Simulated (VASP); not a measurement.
Ge:

```
Ge
1.0
     5.70027    0.00000    0.00000
     0.00000    5.70027    0.00000
     0.00000    0.00000    5.70027
Ge
8
Direct
  0.50000 0.50000 0.50000
  0.00000 0.00000 0.00000
  0.25000 0.00000 0.50000
  0.50000 0.25000 0.00000
  0.50000 0.75000 0.00000
  0.75000 0.00000 0.50000
  0.00000 0.50000 0.75000
  0.00000 0.50000 0.25000
```

| Item | Value |
| --- | --- |
| Program | VASP 6.6.1 |
| Task | relaxation of cell and atoms |
| Functional | r2SCAN |
| Potentials or basis | VASP PAW PBE potentials, release 64 (Ge_d) |
| Cutoff | 600 eV |
| k mesh | 4 × 4 × 4 |
| Occupations | gaussian, width 0.1 eV |
| Spin | no spin polarisation |

At the start: pressure -7.4 GPa; volume 23.15 Å³/atom.

Problem. How do energy, volume and symmetry change on relaxing?

Solution. Over 3 steps the energy falls by 100.8 meV/atom and the volume is 19.37 Å³/atom (-16.3 %); space group Pm-3n (No. 223, to 0.1 Å) before and after.

Step by step:
```tsv
step	energy change (eV)	largest force (eV/Å)	pressure (GPa)	volume (Å³)
1	0.0000	0.0000	-7.45	185.22
2	-0.7970	0.0000	-1.07	157.84
3	-0.8063	0.0000	0.08	154.98
```

Final structure:
```xyz
8
Lattice="5.3715 0.0000 0.0000 0.0000 5.3715 0.0000 0.0000 0.0000 5.3715" Properties=species:S:1:pos:R:3 pbc="T T T"
Ge    2.6857    2.6857    2.6857
Ge    0.0000    0.0000    0.0000
Ge    1.3429    0.0000    2.6857
Ge    2.6857    1.3429    0.0000
Ge    2.6857    4.0286    0.0000
Ge    4.0286    0.0000    2.6857
Ge    0.0000    2.6857    4.0286
Ge    0.0000    2.6857    1.3429
```

Caveat: the volume moved by over 15 % at a fixed basis, so the end points are rough; the PAW data sets were made with another functional, which shifts forces and pressure a little.
